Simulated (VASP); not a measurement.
# LiNbO3 (R3c) in VASP: a series of runs

Runs on LiNbO3. Level: LDA. Tasks: single point.

All numbers are computed with VASP 6.6.1; they aren't measurements. Logs are shortened: lines on timing, memory, paths and dates and some standing lists are left out, and cuts for length are marked.

## (1) The cell of the first run

It takes space group R3c (No. 161, trigonal). Conventional cell: a = 5.066 Å, b = 5.066 Å, c = 14.132 Å, α = 90.00°, β = 90.00°, γ = 120.00°. Li (site symmetry 3) has 6 O at 2.01 to 2.25 Å within 2.7 Å. Nb (site symmetry 3) has 6 O at 1.89 to 2.12 Å within 2.5 Å. O (site symmetry 1) has 2 Nb at 1.89 to 2.12 Å and 2 Li at 2.01 to 2.25 Å within 2.5 Å.

## (2) Single point, LDA (10.47 Å³/atom)

INCAR reads:

```
ALGO = Normal ; EDIFF = 1E-6
ENCUT = 750 ; GGA_COMPAT = False
ISIF = 2 ; ISMEAR = 0
LASPH = True ; LCHARG = True
LELF = True ; LREAL = False
LVHAR = True ; LWAVE = False
NBANDS = 45 ; NELM = 120
PREC = Accurate ; SIGMA = 0.05
```

KPOINTS reads:

```
k-points
0
Gamma
  6 6 6
```

POSCAR reads:

```
LiNbO3
1.0
    2.5328080773      1.4623174253      4.7105164622
   -2.5328080773      1.4623174253      4.7105164622
    0.0000000000     -2.9246348505      4.7105164623
Li Nb O
2 2 6
Direct
    0.2820532489      0.2820532489      0.2820532489
    0.7820532489      0.7820532489      0.7820532489
    0.9985425380      0.9985425380      0.9985425380
    0.4985425380      0.4985425380      0.4985425380
    0.1062571809      0.3667678423      0.7180491900
    0.7180491900      0.1062571809      0.3667678423
    0.3667678423      0.7180491900      0.1062571809
    0.2180491900      0.8667678423      0.6062571809
    0.8667678423      0.6062571809      0.2180491900
    0.6062571809      0.2180491900      0.8667678423
```

Potentials or basis: VASP PAW LDA potentials, release 64 (Li_sv, Nb_sv, O).

Command:

```
$ cat potpaw_LDA.64/Li_sv/POTCAR potpaw_LDA.64/Nb_sv/POTCAR potpaw_LDA.64/O/POTCAR > POTCAR
$ mpirun -np 1 vasp_std > vasp.out
```

OUTCAR:

```text
EDIFF = 1E-6
   ENCUT = 750
   ISIF = 2
   ISMEAR = 0
   LASPH = True
   LREAL = False
   NELM = 120
   PREC = Accurate

 ion  position               nearest neighbor table
   1  0.282  0.282  0.282-   9 2.01   8 2.01  10 2.01   6 2.25   7 2.25   5 2.25
   2  0.782  0.782  0.782-   5 2.01   7 2.01   6 2.01  10 2.25   8 2.25   9 2.25
   3  0.999  0.999  0.999-   7 1.89   5 1.89   6 1.89  10 2.12   9 2.12   8 2.12
   4  0.499  0.499  0.499-   8 1.89   9 1.89  10 1.89   6 2.12   5 2.12   7 2.12
   5  0.106  0.367  0.718-   3 1.89   2 2.01   4 2.12   1 2.25
   6  0.718  0.106  0.367-   3 1.89   2 2.01   4 2.12   1 2.25
   7  0.367  0.718  0.106-   3 1.89   2 2.01   4 2.12   1 2.25
   8  0.218  0.867  0.606-   4 1.89   1 2.01   3 2.12   2 2.25
   9  0.867  0.606  0.218-   4 1.89   1 2.01   3 2.12   2 2.25
  10  0.606  0.218  0.867-   4 1.89   1 2.01   3 2.12   2 2.25

  LATTYP: Found a trigonal (rhomboedric) cell.
 ALAT       =     5.5445878431
 COS(alpha) =     0.5826542225

  Lattice vectors:

 A1 = (   2.5328080773,   1.4623174253,   4.7105164622)
 A2 = (  -2.5328080773,   1.4623174253,   4.7105164622)
 A3 = (   0.0000000000,  -2.9246348505,   4.7105164623)

Analysis of symmetry for initial positions (statically):
=====================================================================
 Subroutine PRICEL returns:
 Original cell was already a primitive cell.

 Routine SETGRP: Setting up the symmetry group for a
 trigonal (rhombohedral) supercell.

 Subroutine GETGRP returns: Found  6 space group operations
 (whereof  3 operations were pure point group operations)
 out of a pool of 12 trial point group operations.

The static configuration has the point symmetry C_3 .
 The point group associated with its full space group is C_3v.

Analysis of symmetry for dynamics (positions and initial velocities):
=====================================================================
 Subroutine PRICEL returns:
 Original cell was already a primitive cell.

 Routine SETGRP: Setting up the symmetry group for a
 trigonal (rhombohedral) supercell.

 Subroutine GETGRP returns: Found  6 space group operations
 (whereof  3 operations were pure point group operations)
 out of a pool of 12 trial point group operations.

The dynamic configuration has the point symmetry C_3 .
 The point group associated with its full space group is C_3v.

 Subroutine INISYM returns: Found  6 space group operations
 (whereof  3 operations are pure point group operations),
 and found     1 'primitive' translations

----------------------------------------------------------------------------------------

                                     Primitive cell

  volume of cell :     104.6800

  direct lattice vectors                    reciprocal lattice vectors
     2.532808077  1.462317425  4.710516462     0.197409351  0.113974342  0.070763649
    -2.532808077  1.462317425  4.710516462    -0.197409351  0.113974342  0.070763649
     0.000000000 -2.924634850  4.710516462     0.000000000 -0.227948684  0.070763649

  length of vectors
     5.544587843  5.544587843  5.544587843     0.238679904  0.238679904  0.238679904

  position of ions in fractional coordinates (direct lattice)
     0.282053249  0.282053249  0.282053249
     0.782053249  0.782053249  0.782053249
     0.998542538  0.998542538  0.998542538
     0.498542538  0.498542538  0.498542538
     0.106257181  0.366767842  0.718049190
     0.718049190  0.106257181  0.366767842
     0.366767842  0.718049190  0.106257181
     0.218049190  0.866767842  0.606257181
     0.866767842  0.606257181  0.218049190
     0.606257181  0.218049190  0.866767842

  ion indices of the primitive-cell ions
   primitive index   ion index
                 1           1
                 2           2
                 3           3
                 4           4
                 5           5
                 6           6
                 7           7
                 8           8
                 9           9
                10          10

----------------------------------------------------------------------------------------

 KPOINTS: k-points

Automatic generation of k-mesh.
 Grid dimensions read from file:
 generate k-points for:    6    6    6

 Generating k-lattice:

  Cartesian coordinates                     Fractional coordinates (reciprocal lattice)
     0.032901559  0.018995724  0.011793941     0.166666667 -0.000000000  0.000000000
    -0.032901559  0.018995724  0.011793941    -0.000000000  0.166666667  0.000000000
     0.000000000 -0.037991447  0.011793941     0.000000000  0.000000000  0.166666667

  Length of vectors
     0.039779984  0.039779984  0.039779984

  Shift w.r.t. Gamma in fractional coordinates (k-lattice)
     0.000000000  0.000000000  0.000000000

 Subroutine IBZKPT returns following result:
 ===========================================

 Found     32 irreducible k-points:

 Following reciprocal coordinates:
[... 54 lines left out ...]
   GGA     = CA    functional components
   LHFCALC =     F    Hartree Fock is set to
   AEXX    =    0.0000 exact exchange contribution
   IVDW    =     0    specifies the selected vdW correction
   LEPSILON=     F    determine dielectric tensor
   LRPA    =     F    only Hartree local field effects (RPA)
 non-spin polarized calculation
 Gauss-broadening in eV      SIGMA  =   0.05
  energy-cutoff  :      750.00
  volume of cell :      104.68
 maximum number of plane-waves:      4914
 NGX is ok and might be reduce to    50
   NGX = 25   NGY = 25   NGZ = 25

 number of electron      67.9999999 magnetization

 Free energy of the ion-electron system (eV)
  ---------------------------------------------------
  ext. energy  EPLUGINS =         0.00000000
  ---------------------------------------------------
  free energy    TOTEN  =       -87.55500640 eV

  energy without entropy =      -87.55500640  energy(sigma->0) =      -87.55500640

 E-fermi :   3.6949     XC(G=0): -11.4259

 val. band max:        3.4477961273   @ k =   0.1667   0.1667   0.1667
 cond. band min:       6.7920515696   @ k =   0.0000   0.0000   0.0000
 fundamental gap:      3.3442554423
 Fermi energy:         3.6948539444

 k-point     1 :       0.0000    0.0000    0.0000
  band No.  band energies     occupation
      1     -50.4492      2.00000
      2     -50.4328      2.00000
      3     -37.8555      2.00000
      4     -37.8519      2.00000
      5     -26.9236      2.00000
      6     -26.9236      2.00000
[... 37 lines left out ...]
     44      13.3440      0.00000
     45      13.4152      0.00000

 k-point     2 :       0.1667    0.0000    0.0000
  band No.  band energies     occupation
      1     -50.4481      2.00000
      2     -50.4339      2.00000
      3     -37.8553      2.00000
      4     -37.8522      2.00000
      5     -26.9153      2.00000
      6     -26.9137      2.00000
[... 37 lines left out ...]
     44      13.2495      0.00000
     45      13.2983      0.00000

 k-point     3 :       0.3333    0.0000    0.0000
  band No.  band energies     occupation
      1     -50.4450      2.00000
      2     -50.4369      2.00000
      3     -37.8547      2.00000
      4     -37.8529      2.00000
      5     -26.8907      2.00000
      6     -26.8865      2.00000
[... 37 lines left out ...]
     44      13.0324      0.00000
     45      13.0878      0.00000

 k-point     4 :       0.5000    0.0000    0.0000
  band No.  band energies     occupation
      1     -50.4409      2.00000
      2     -50.4409      2.00000
      3     -37.8538      2.00000
      4     -37.8538      2.00000
      5     -26.8532      2.00000
      6     -26.8532      2.00000
[... 901 lines left out ...]
     44      12.9970      0.00000
     45      13.2151      0.00000

 k-point    23 :       0.5000    0.5000    0.1667
  band No.  band energies     occupation
      1     -50.4433      2.00000
      2     -50.4386      2.00000
      3     -37.8544      2.00000
      4     -37.8532      2.00000
      5     -26.9241      2.00000
      6     -26.9176      2.00000
[... 37 lines left out ...]
     44      12.9721      0.00000
     45      13.5031      0.00000

 k-point    24 :      -0.3333    0.5000    0.1667
  band No.  band energies     occupation
      1     -50.4423      2.00000
      2     -50.4396      2.00000
      3     -37.8542      2.00000
      4     -37.8535      2.00000
      5     -26.9297      2.00000
      6     -26.9271      2.00000
[... 37 lines left out ...]
     44      12.9227      0.00000
     45      13.8613      0.00000

 [... further k-points ...]
[... 5 lines left out ...]
  --------------------------------------------------------------------------------------
  -------------------------------------------------------------------------------------
  Total       -3.0809786     -3.0809786     -6.2934420      0.0000000      0.0000000      0.0000000
  in kB      -47.1558469    -47.1558469    -96.3241322      0.0000000      0.0000000      0.0000000
  external PRESSURE =     -63.5452753 kB  Pullay stress =       0.0000000 kB

 VOLUME and BASIS-vectors are now :
 -----------------------------------------------------------------------------
  energy-cutoff  :      750.00
  volume of cell :      104.68
      direct lattice vectors                 reciprocal lattice vectors
     2.532808077  1.462317425  4.710516462     0.197409351  0.113974342  0.070763649
    -2.532808077  1.462317425  4.710516462    -0.197409351  0.113974342  0.070763649
     0.000000000 -2.924634850  4.710516462     0.000000000 -0.227948684  0.070763649

 POSITION                                       TOTAL-FORCE (eV/Angst)
 -----------------------------------------------------------------------------------
      0.00000      0.00000      3.98585        -0.000000      0.000000      0.034523
      0.00000      0.00000     11.05162        -0.000000      0.000000      0.034523
      0.00000      0.00000     14.11095        -0.000000      0.000000      0.127518
      0.00000      0.00000      7.04518        -0.000000      0.000000      0.127518
     -0.65982     -1.40832      5.61057         0.186862     -0.210150     -0.054014
      1.54955      0.13274      5.61057         0.088564      0.266902     -0.054014
     -0.88973      1.27558      5.61057        -0.275426     -0.056752     -0.054014
     -1.64308     -0.18673      7.96583         0.275426     -0.056752     -0.054014
      0.65982      1.51632      7.96583        -0.186862     -0.210150     -0.054014
      0.98326     -1.32958      7.96583        -0.088564      0.266902     -0.054014
 -----------------------------------------------------------------------------------
    total drift:                                0.000000      0.000000     -0.000526

  FREE ENERGIE OF THE ION-ELECTRON SYSTEM (eV)
  ---------------------------------------------------
  free  energy   TOTEN  =       -87.5550064036 eV

  energy  without entropy=      -87.5550064036  energy(sigma->0) =      -87.55500640
```

Wall time 14 min (1 thread of Oxide Virtual Turin-like, shared host); peak memory 0.37 GiB.

Results:

```
Free energy            : -87.5550 eV
Pressure               : -6.4 GPa
Largest force          : 0.286 eV/Å
Band gap on the k mesh : 3.34 eV (least direct gap 3.35 eV)
```

Forces in eV/Å, atoms in the order of the input:
```
Li   0.000  0.000  0.035
Li   0.000  0.000  0.035
Nb   0.000  0.000  0.128
Nb   0.000  0.000  0.128
O    0.187 -0.210 -0.054
O    0.089  0.267 -0.054
O   -0.275 -0.057 -0.054
O    0.275 -0.057 -0.054
O   -0.187 -0.210 -0.054
O   -0.089  0.267 -0.054
```

Stress tensor (GPa, compression positive):
```
-4.72  0.00  0.00
 0.00 -4.72  0.00
 0.00  0.00 -9.63
```

Levels at points of the mesh, in eV from the valence-band top:
```csv
k point,band 32,band 33,band 34,band 35,band 36,band 37
"(0.00, 0.00, 0.00)",-0.59,-0.01,-0.01,3.34,3.34,3.89
"(0.50, 0.00, 0.00)",-0.34,-0.22,-0.22,3.74,3.74,4.58
"(0.50, 0.50, 0.00)",-0.72,-0.46,-0.23,3.44,3.91,4.43
"(0.50, 0.50, 0.50)",-0.27,-0.27,-0.27,4.58,4.58,4.70
```

Caveat: the cell stands under tension. As with any semilocal functional, this LDA gap is likely too small.

## (3) Single point, LDA (10.47 Å³/atom)

INCAR reads:

```
PREC = Accurate
ENCUT = 750
EDIFF = 1E-6
ISMEAR = 0
SIGMA = 0.05
LREAL = F
LASPH = T
NELM = 120
ALGO = Normal
ISIF = 2
LWAVE = F
LCHARG = F
NBANDS = 45
GGA_COMPAT = F
```

KPOINTS reads:

```
Automatic mesh
0
Gamma
  6 6 6
```

POSCAR, as its differences from that of step 2:

```diff
@@ -2,5 +2,5 @@
 1.0
-    2.5328080773      1.4623174253      4.7105164622
-   -2.5328080773      1.4623174253      4.7105164622
-    0.0000000000     -2.9246348505      4.7105164623
+    2.6153207499      1.5099561390      4.4179741654
+   -2.6153207499      1.5099561390      4.4179741654
+    0.0000000000     -3.0199122779      4.4179741654
 Li Nb O
```

Potentials or basis: VASP PAW LDA potentials, release 64 (Li_sv, Nb_sv, O).

Command:

```
$ cat potpaw_LDA.64/Li_sv/POTCAR potpaw_LDA.64/Nb_sv/POTCAR potpaw_LDA.64/O/POTCAR > POTCAR
$ mpirun -np 1 vasp_std > vasp.out
```

Wall time 10 min (1 thread of Oxide Virtual Turin-like, shared host); peak memory 0.35 GiB.

Results (log left out):

* Free energy: -87.4060 eV
* Pressure: -8.1 GPa
* Largest force: 0.525 eV/Å
* Band gap on the k mesh: 3.30 eV (least direct gap 3.39 eV)

Forces in eV/Å, atoms in the order of the input:
```
Li   0.000  0.000 -0.135
Li   0.000  0.000 -0.135
Nb   0.000  0.000  0.274
Nb   0.000  0.000  0.274
O    0.457 -0.254 -0.046
O   -0.008  0.522 -0.046
O   -0.448 -0.268 -0.046
O    0.448 -0.268 -0.046
O   -0.457 -0.254 -0.046
O    0.008  0.522 -0.046
```

Stress tensor (GPa, compression positive):
```
-12.06   0.00   0.00
  0.00 -12.06   0.00
  0.00   0.00  -0.07
```

Levels at points of the mesh, in eV from the valence-band top:
| k point | band 32 | band 33 | band 34 | band 35 | band 36 | band 37 |
| --- | --- | --- | --- | --- | --- | --- |
| (0.00, 0.00, 0.00) | -0.23 | -0.05 | -0.05 | 3.35 | 3.35 | 3.52 |
| (0.50, 0.00, 0.00) | -0.21 | -0.11 | -0.11 | 3.75 | 3.75 | 4.49 |
| (0.50, 0.50, 0.00) | -0.45 | -0.40 | -0.25 | 3.36 | 3.86 | 4.30 |
| (0.50, 0.50, 0.50) | -0.34 | -0.34 | -0.34 | 4.28 | 4.28 | 4.65 |

Caveat: the stress differs along the axes, from -12 to -0 GPa.

## (4) Single point, LDA (10.47 Å³/atom)

INCAR, as its differences from that of step 3:

```diff
@@ -12,2 +12,3 @@
 LCHARG = F
+GGA = CA
 NBANDS = 45
```

KPOINTS is that of step 3.

POSCAR, as its differences from that of step 3:

```diff
@@ -2,5 +2,5 @@
 1.0
-    2.6153207499      1.5099561390      4.4179741654
-   -2.6153207499      1.5099561390      4.4179741654
-    0.0000000000     -3.0199122779      4.4179741654
+    2.5600139210      1.4780247264      4.6109290226
+   -2.5600139210      1.4780247264      4.6109290226
+    0.0000000000     -2.9560494528      4.6109290226
 Li Nb O
```

Command:

```
$ cat potpaw_LDA.64/Li_sv/POTCAR potpaw_LDA.64/Nb_sv/POTCAR potpaw_LDA.64/O/POTCAR > POTCAR
$ mpirun -np 1 vasp_std > vasp.out
```

It took 13 min on 1 thread of Oxide Virtual Turin-like, shared host; peak memory 0.38 GiB.

It converged, with:

```
Free energy            : -87.5841 eV
Pressure               : -6.9 GPa
Largest force          : 0.358 eV/Å
Band gap on the k mesh : 3.37 eV (least direct gap 3.39 eV)
```

Forces in eV/Å, atoms in the order of the input:
```
Li   0.000  0.000 -0.007
Li   0.000  0.000 -0.007
Nb   0.000  0.000  0.150
Nb   0.000  0.000  0.150
O    0.274 -0.226 -0.048
O    0.059  0.350 -0.048
O   -0.333 -0.124 -0.048
O    0.333 -0.124 -0.048
O   -0.274 -0.226 -0.048
O   -0.059  0.350 -0.048
```

Stress tensor (GPa, compression positive):
```
-7.12  0.00  0.00
 0.00 -7.12  0.00
 0.00  0.00 -6.37
```

Levels at points of the mesh, in eV from the valence-band top:
```tsv
k point	band 30	band 31	band 32	band 33	band 34	band 35	band 36	band 37	band 38	band 39
(0.00, 0.00, 0.00)	-0.63	-0.61	-0.52	-0.02	-0.02	3.37	3.37	3.79	4.96	4.96
(0.50, 0.00, 0.00)	-0.44	-0.30	-0.30	-0.19	-0.19	3.76	3.76	4.58	4.58	4.78
(0.50, 0.50, 0.00)	-0.96	-0.71	-0.65	-0.45	-0.23	3.44	3.92	4.40	4.48	5.13
(0.50, 0.50, 0.50)	-0.69	-0.29	-0.29	-0.29	-0.29	4.50	4.50	4.71	4.71	4.71
```

Caveat: the cell stands under tension. A hybrid or GW would open this gap; LDA tends to underestimate it.

## (5) Single point, LDA

INCAR reads:

```
SYSTEM = LiNbO3
PREC = Accurate ; ENCUT = 750
EDIFF = 1E-6 ; ISMEAR = -4
SIGMA = 0.05 ; LREAL = .False.
LASPH = .True. ; NELM = 120
ALGO = Normal ; ISIF = 2
LWAVE = .False. ; LCHARG = .False.
NBANDS = 45 ; GGA_COMPAT = .False.
```

KPOINTS reads:

```
Automatic mesh
0
Gamma
  6 6 6
  0 0 0
```

POSCAR, as its differences from that of step 4:

```diff
@@ -2,5 +2,5 @@
 1.0
-    2.5600139210      1.4780247264      4.6109290226
-   -2.5600139210      1.4780247264      4.6109290226
-    0.0000000000     -2.9560494528      4.6109290226
+    2.5737419710      1.4859506198      4.5618718522
+   -2.5737419710      1.4859506198      4.5618718522
+    0.0000000000     -2.9719012395      4.5618718522
 Li Nb O
```

Command:

```
$ cat potpaw_LDA.64/Li_sv/POTCAR potpaw_LDA.64/Nb_sv/POTCAR potpaw_LDA.64/O/POTCAR > POTCAR
$ mpirun -np 1 vasp_std > vasp.out
```

Run time: 13 min. Hardware: 1 thread of Oxide Virtual Turin-like, shared host; peak memory 0.37 GiB.

Results (log left out):

* Free energy: -87.5690 eV
* Pressure: -7.2 GPa
* Largest force: 0.398 eV/Å
* Band gap on the k mesh: 3.36 eV (least direct gap 3.40 eV)

Forces on the atoms (eV/Å):
```
Li   0.000  0.000 -0.033
Li   0.000  0.000 -0.033
Nb   0.000  0.000  0.172
Nb   0.000  0.000  0.172
O    0.319 -0.234 -0.046
O    0.043  0.393 -0.046
O   -0.362 -0.159 -0.046
O    0.362 -0.159 -0.046
O   -0.319 -0.234 -0.046
O   -0.043  0.393 -0.046
```

Stress tensor (GPa, compression positive):
```
-8.34  0.00  0.00
 0.00 -8.34  0.00
 0.00  0.00 -4.77
```

Levels at points of the mesh, in eV from the valence-band top:
```tsv
k point	band 31	band 32	band 33	band 34	band 35	band 36	band 37	band 38
(0.00, 0.00, 0.00)	-0.57	-0.46	-0.02	-0.02	3.37	3.37	3.73	4.95
(0.50, 0.00, 0.00)	-0.28	-0.28	-0.18	-0.18	3.77	3.77	4.57	4.57
(0.50, 0.50, 0.00)	-0.70	-0.59	-0.45	-0.23	3.43	3.91	4.38	4.50
(0.50, 0.50, 0.50)	-0.31	-0.31	-0.31	-0.31	4.45	4.45	4.70	4.70
```

Caveat: the cell stands under tension. A k mesh can miss the band edges.

## (6) The runs side by side

| cell | smearing | gap on the mesh (eV) | pressure (GPa) | largest force (eV/Å) |
| --- | --- | --- | --- | --- |
| a = 5.545 Å, angles 54.4°, 10 atoms | gaussian 0.05 eV | 3.34 | -6.4 | 0.29 |
| a = 5.351 Å, angles 58.5°, 10 atoms | gaussian 0.05 eV | 3.30 | -8.1 | 0.52 |
| a = 5.477 Å, angles 55.7°, 10 atoms | gaussian 0.05 eV | 3.37 | -6.9 | 0.36 |
| a = 5.445 Å, angles 56.4°, 10 atoms | tetrahedron | 3.36 | -7.2 | 0.40 |

Alike in all rows: task single point; level LDA; potentials or basis VASP PAW LDA potentials, release 64 (Li_sv, Nb_sv, O); no spin polarisation; k mesh 6 × 6 × 6; cutoff (eV) 750.

Caveats: the cell stands under tension (at least some runs); the stress differs along the axes, from -12 to -0 GPa (at least some runs).

Absolute energies hang on the potentials; compare differences alone.
